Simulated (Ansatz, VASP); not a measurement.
# InSb in VASP and in Ansatz

The input INCAR:

```
SYSTEM = InSb
  PREC = Accurate
  ENCUT = 400
  EDIFF = 1E-8
  ISMEAR = -1
  SIGMA = 0.03
  LREAL = .False.
  LASPH = .True.
  NELM = 120
  ALGO = Normal
  ISIF = 2
  LWAVE = .False.
  LCHARG = .False.
  GGA = PE
  LEFG = .True.
  NBANDS = 16
  GGA_COMPAT = .False.
```

Contents of KPOINTS:

```
Automatic mesh
0
Gamma
  10 10 10
  0 0 0
```

The input POSCAR:

```
InSb
1.0
    0.0000000000      3.2391000000      3.1743180000
    3.2391000000      0.0000000000      3.1743180000
    3.2391000000      3.2391000000      0.0000000000
In Sb
1 1
Direct
    0.0000000000      0.0000000000      0.0000000000
    0.7500000000      0.7500000000      0.7500000000
```

Input for Ansatz:

```yaml
crystal:
  lattice:
    - [0.0, 3.2391, 3.174318]
    - [3.2391, 0.0, 3.174318]
    - [3.2391, 3.2391, 0.0]
  atoms:
    - { symbol: In, position: [0.0, 0.0, 0.0] }
    - { symbol: Sb, position: [0.75, 0.75, 0.75] }
kpoints:
  mp_grid: { grid: [10, 10, 10] }
scf:
  occupations: { method: fermi_dirac, width: 0.03 }
hamiltonian:
  xc: pbe
  pseudopotentials: { kind: all_electron, datasets: crystal }
output:
  forces: true
  stress: true
  eigenvalues: true
  efg: { contact_densities: true }
```

Change from the starting cell: zz strain of -2 %, crystal datasets.

Alike in both runs: task electric field gradients; functional PBE; k mesh 10 × 10 × 10; occupations fermi-dirac, width 0.03 eV; no spin polarisation.

|  | VASP | Ansatz |
| --- | --- | --- |
| version | VASP 6.6.1 | Ansatz 0.2.0 |
| potentials or method | VASP PAW PBE potentials, release 64 (In_d, Sb), cutoff 400 eV | all-electron PAW with datasets made for the crystal, scalar-relativistic |

VASP gave:

* pressure (GPa): 4.2
* traceless stress, the component that is largest in VASP (GPa): 0.32
* size of Vzz on the site where it differs most (V/Å²): 5.7

Question: Which values does Ansatz return?

Answer: Pressure (GPa): 4.2; traceless stress, the component that is largest in VASP (GPa): 0.32; size of Vzz on the site where it differs most (V/Å²): 6.2.

Ansatz ran all-electron here, and VASP with PAW potentials.

Spin-orbit coupling is off throughout.
